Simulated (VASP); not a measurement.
Runs of VASP 6.6.1 on TaN. The structure is that of space group Fm-3m (No. 225), or close to it. The cells are those of the table. 

| cell | gap on the mesh (eV) | pressure (GPa) |
| --- | --- | --- |
| a = 3.032, b = 3.032, c = 3.094 Å, angles 59.3, 59.3, 61.3°, 2 atoms | none | (a) |
| a = 3.073, b = 3.073, c = 3.094 Å, angles 59.8, 59.8, 60.4°, 2 atoms | none | 6.3 |
| a = 3.114, b = 3.114, c = 3.094 Å, angles 60.2, 60.2, 59.6°, 2 atoms | none | -3.3 |
| a = 3.135, b = 3.135, c = 3.094 Å, angles 60.4, 60.4, 59.1°, 2 atoms | none | -7.3 |
| a = 3.052, b = 3.052, c = 3.094 Å, angles 59.6, 59.6, 60.9°, 2 atoms | none | (b) |

Alike in all rows: task single point; level PBEsol; potentials or basis VASP PAW PBE potentials, release 64 (Ta_pv, N); no spin polarisation; k mesh 18 × 18 × 18; cutoff (eV) 520; smearing gaussian 0.15 eV.

Q: Fill in the values left out.

A: (a) 19.0; (b) 12.3.

Caveats: the PAW data sets were made with another functional, which shifts forces and pressure a little; spin-orbit coupling is left out, which moves the levels of the heavy elements; the cell stands under pressure (at least some runs); the cell stands under tension (at least some runs).

A k mesh can miss the band edges, and the runs leave out spin-orbit coupling on Ta.

A gap of «none» marks levels without a gap at the run's occupations.
